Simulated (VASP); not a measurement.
# C in VASP: notebook, part 2 of 2

VASP 6.6.1.

### Step 5. Single point, PBEsol

This run uses another cell than the first one: it holds 17 atoms, not 15.

Contents of INCAR:

```
PREC = Accurate
ENCUT = 520
EDIFF = 1E-6
ISMEAR = 0
SIGMA = 0.05
LREAL = Auto
LASPH = True
NELM = 80
ALGO = Normal
ISIF = 2
LWAVE = False
LCHARG = False
LDIPOL = True
IDIPOL = 3
DIPOL = 0.5 0.5 0.500
GGA = PS
NBANDS = 48
```

Contents of KPOINTS:

```
Automatic mesh
0
Gamma
  11 11 1
```

Contents of POSCAR:

```
C
1.0
    2.5129226041      0.0000000000      0.0000000000
    0.0000000000      2.5129226041      0.0000000000
    0.0000000000      0.0000000000     29.2152369117
C
17
Direct
    0.0000000000      0.5000000000      0.2567153579
    0.0000000000      0.0000000000      0.2871259382
    0.5000000000      0.0000000000      0.3175365184
    0.5000000000      0.5000000000      0.3479470987
    0.0000000000      0.5000000000      0.3783576790
    0.0000000000      0.0000000000      0.4087682592
    0.5000000000      0.0000000000      0.4391788395
    0.5000000000      0.5000000000      0.4695894197
    0.0000000000      0.5000000000      0.5000000000
    0.0000000000      0.0000000000      0.5304105803
    0.5000000000      0.0000000000      0.5608211605
    0.5000000000      0.5000000000      0.5912317408
    0.0000000000      0.5000000000      0.6216423210
    0.0000000000      0.0000000000      0.6520529013
    0.5000000000      0.0000000000      0.6824634816
    0.5000000000      0.5000000000      0.7128740618
    0.0000000000      0.5000000000      0.7432846421
```

Potentials or basis: VASP PAW PBE potentials, release 64 (C).

On the command line:

```
$ cat potpaw_PBE.64/C/POTCAR > POTCAR
$ mpirun -np 1 vasp_std > vasp.out
```

OUTCAR:

```text
PREC = Accurate
   ENCUT = 520
   EDIFF = 1E-6
   ISMEAR = 0
   LREAL = Auto
   LASPH = True
   NELM = 80
   ISIF = 2
   GGA = PS

 ion  position               nearest neighbor table
   1  0.000  0.500  0.257-   2 1.54   2 1.54
   2  0.000  0.000  0.287-   3 1.54   3 1.54   1 1.54   1 1.54
   3  0.500  0.000  0.318-   2 1.54   2 1.54   4 1.54   4 1.54
   4  0.500  0.500  0.348-   3 1.54   5 1.54   3 1.54   5 1.54
   5  0.000  0.500  0.378-   6 1.54   6 1.54   4 1.54   4 1.54
   6  0.000  0.000  0.409-   5 1.54   5 1.54   7 1.54   7 1.54
   7  0.500  0.000  0.439-   8 1.54   8 1.54   6 1.54   6 1.54
   8  0.500  0.500  0.470-   7 1.54   7 1.54   9 1.54   9 1.54
   9  0.000  0.500  0.500-   8 1.54  10 1.54  10 1.54   8 1.54
  10  0.000  0.000  0.530-  11 1.54  11 1.54   9 1.54   9 1.54
  11  0.500  0.000  0.561-  10 1.54  10 1.54  12 1.54  12 1.54
  12  0.500  0.500  0.591-  13 1.54  13 1.54  11 1.54  11 1.54
  13  0.000  0.500  0.622-  12 1.54  12 1.54  14 1.54  14 1.54
  14  0.000  0.000  0.652-  13 1.54  15 1.54  13 1.54  15 1.54
  15  0.500  0.000  0.682-  16 1.54  16 1.54  14 1.54  14 1.54
  16  0.500  0.500  0.713-  15 1.54  15 1.54  17 1.54  17 1.54
[... 231 lines left out ...]
      6     -15.8442      2.00000
[... 1018 lines left out ...]
     45       9.3236      0.00000
     46       9.6101      0.00000
 [bands above 46 left out]

------------------------ aborting loop because EDIFF is reached ----------------------------------------

 vacuum level on the upper side and lower side of the slab       (xc-potential included)        -0.200        -0.200

  FORCE on cell =-STRESS in cart. coord.  units (eV):
  Direction    XX          YY          ZZ          XY          YZ          ZX
  --------------------------------------------------------------------------------------
  -------------------------------------------------------------------------------------
  Total       -4.4032751     -4.4032751     -3.5812012      0.0000000      0.0000000      0.0000000
  in kB      -38.2400776    -38.2400776    -31.1008080      0.0000000      0.0000000      0.0000000
  external PRESSURE =     -35.8603210 kB  Pullay stress =       0.0000000 kB

 VOLUME and BASIS-vectors are now :
 -----------------------------------------------------------------------------
  energy-cutoff  :      520.00
  volume of cell :      184.49
      direct lattice vectors                 reciprocal lattice vectors
     2.512922604  0.000000000  0.000000000     0.397943016  0.000000000  0.000000000
     0.000000000  2.512922604  0.000000000     0.000000000  0.397943016  0.000000000
     0.000000000  0.000000000 29.215236912     0.000000000  0.000000000  0.034228714

 POSITION                                       TOTAL-FORCE (eV/Angst)
 -----------------------------------------------------------------------------------
      0.00000      1.25646      7.50000         0.000000      0.000000      2.250610
      0.00000      0.00000      8.38845         0.000000      0.000000     -2.407613
      1.25646      0.00000      9.27690         0.000000      0.000000      0.239428
      1.25646      1.25646     10.16536         0.000000      0.000000     -0.130881
      0.00000      1.25646     11.05381         0.000000      0.000000      0.017870
      0.00000      0.00000     11.94226         0.000000      0.000000     -0.002179
[... 9 lines left out ...]
      1.25646      1.25646     20.82678         0.000000      0.000000      2.407613
      0.00000      1.25646     21.71524         0.000000      0.000000     -2.250610
 -----------------------------------------------------------------------------------
    total drift:                                0.000000      0.000000     -0.000000

  FREE ENERGIE OF THE ION-ELECTRON SYSTEM (eV)
  ---------------------------------------------------
  free  energy   TOTEN  =      -156.3630841753 eV

  energy  without entropy=     -156.3604376105  energy(sigma->0) =     -156.36176089

 vacuum level on the upper side and lower side of the slab         8.883         8.883
```

stdout:

```text
POSCAR found type information on POSCAR C
 POSCAR found :  1 types and      17 ions
 scaLAPACK will be used
 -----------------------------------------------------------------------------
|                                                                             |
|                                                                             |
|     You enforced a specific xc type in the INCAR file but a different       |
|     I HOPE YOU KNOW WHAT YOU ARE DOING!                                     |
|                                                                             |
 -----------------------------------------------------------------------------

 LDA part: xc-table for (Slater+PW92), standard interpolation
 POSCAR, INCAR and KPOINTS ok, starting setup
 FFT: planning ... GRIDC
 FFT: planning ... GRID_SOFT
 FFT: planning ... GRID
 WAVECAR not read
 entering main loop
```

Wall time 2.5 min (1 thread of Intel Xeon 6975P-C (Granite Rapids), shared host); peak memory 0.34 GiB.

What came out:

| Item | Value |
| --- | --- |
| Free energy | -156.3631 eV |
| Largest force | 2.408 eV/Å |
| Band gap on the k mesh | zero (band 34 reaches 1.63 eV, above the bottom of band 35 at 1.46 eV) |

Forces in eV/Å, atoms in the order of the input:
```
C    0.000  0.000  2.251
C    0.000  0.000 -2.408
C    0.000  0.000  0.239
C    0.000  0.000 -0.131
C    0.000  0.000  0.018
C    0.000  0.000 -0.002
C    0.000  0.000 -0.009
C    0.000  0.000 -0.005
C    0.000  0.000  0.000
C    0.000  0.000  0.005
C    0.000  0.000  0.009
C    0.000  0.000  0.002
C    0.000  0.000 -0.018
C    0.000  0.000  0.131
C    0.000  0.000 -0.239
C    0.000  0.000  2.408
C    0.000  0.000 -2.251
```

Caveat: the PAW data sets were made with another functional, which shifts forces and pressure a little.

### Step 6. Single point, PBEsol

This run uses another cell than the first one, of 14.50 Å³/atom, 1.255 times its volume.

Contents of INCAR:

```
SYSTEM = C
PREC = Accurate ; ENCUT = 520
EDIFF = 1E-6 ; ISMEAR = 0
SIGMA = 0.05 ; LREAL = Auto
LASPH = .True. ; NELM = 100
ALGO = Normal ; ISIF = 2
LWAVE = .False. ; LCHARG = .False.
LDIPOL = .True. ; IDIPOL = 3
DIPOL = 0.5 0.5 0.500 ; GGA = PS
NBANDS = 43
```

Contents of KPOINTS:

```
regular mesh
0
Gamma
  11 11 1
  0 0 0
```

Contents of POSCAR:

```
C
1.0
    2.5129226041      0.0000000000      0.0000000000
    0.0000000000      2.5129226041      0.0000000000
    0.0000000000      0.0000000000     34.4383322977
C
15
Direct
    0.0000000000      0.5000000000      0.3194115181
    0.0000000000      0.0000000000      0.3452098727
    0.5000000000      0.0000000000      0.3710082272
    0.5000000000      0.5000000000      0.3968065818
    0.0000000000      0.5000000000      0.4226049363
    0.0000000000      0.0000000000      0.4484032909
    0.5000000000      0.0000000000      0.4742016454
    0.5000000000      0.5000000000      0.5000000000
    0.0000000000      0.5000000000      0.5257983546
    0.0000000000      0.0000000000      0.5515967091
    0.5000000000      0.0000000000      0.5773950637
    0.5000000000      0.5000000000      0.6031934182
    0.0000000000      0.5000000000      0.6289917728
    0.0000000000      0.0000000000      0.6547901273
    0.5000000000      0.0000000000      0.6805884819
```

Potentials or basis: VASP PAW PBE potentials, release 64 (C).

On the command line:

```
$ cat potpaw_PBE.64/C/POTCAR > POTCAR
$ mpirun -np 1 vasp_std > vasp.out
```

Run time: 2.7 min. Hardware: 1 thread of Intel Xeon 6975P-C (Granite Rapids), shared host; peak memory 0.33 GiB.

Results (log left out):

```yaml
Free_energy: -137.1148 eV
Largest_force: 2.400 eV/Å
Band_gap_on_the_k_mesh: zero (band 30 reaches -0.63 eV, above the bottom of band 31 at -0.83 eV)
```

Forces on the atoms (eV/Å):
```
C    0.000  0.000  2.262
C    0.000  0.000 -2.400
C    0.000  0.000  0.233
C    0.000  0.000 -0.145
C    0.000  0.000  0.007
C    0.000  0.000 -0.005
C    0.000  0.000  0.018
C    0.000  0.000  0.000
C    0.000  0.000 -0.018
C    0.000  0.000  0.005
C    0.000  0.000 -0.007
C    0.000  0.000  0.145
C    0.000  0.000 -0.233
C    0.000  0.000  2.400
C    0.000  0.000 -2.262
```

Levels at points of the mesh, in eV from the Fermi level:
```
           k point  band 26  band 27  band 28  band 29  band 30  band 31  band 32  band 33  band 34  band 35
(0.00, 0.00, 0.00)    -1.11    -0.54    -0.54    -0.01     0.15     3.80     3.80     4.00     4.00     4.44
```

Caveat: the PAW data sets were made with another functional, which shifts forces and pressure a little.

### Step 7. Overview

```csv
cell,smearing,dipole correction,gap on the mesh (eV),largest force (eV/Å)
"a = 2.513, b = 2.513, c = 27.438 Å, 15 atoms",gaussian 0.5 eV,yes,none,2.44
"a = 2.513, b = 2.513, c = 27.438 Å, 15 atoms",gaussian 0.05 eV,no,none,2.41
"a = 2.513, b = 2.513, c = 27.438 Å, 15 atoms",gaussian 1.5 eV,yes,-,2.45
"a = 2.513, b = 2.513, c = 29.215 Å, 17 atoms",gaussian 0.05 eV,yes,none,2.41
"a = 2.513, b = 2.513, c = 34.438 Å, 15 atoms",gaussian 0.05 eV,yes,none,2.40
```

Alike in all rows: task single point; level PBEsol; potentials or basis VASP PAW PBE potentials, release 64 (C); no spin polarisation; k mesh 11 × 11 × 1; cutoff (eV) 520.

Caveats: the PAW data sets were made with another functional, which shifts forces and pressure a little.

Absolute energies hang on the potentials; compare differences alone.
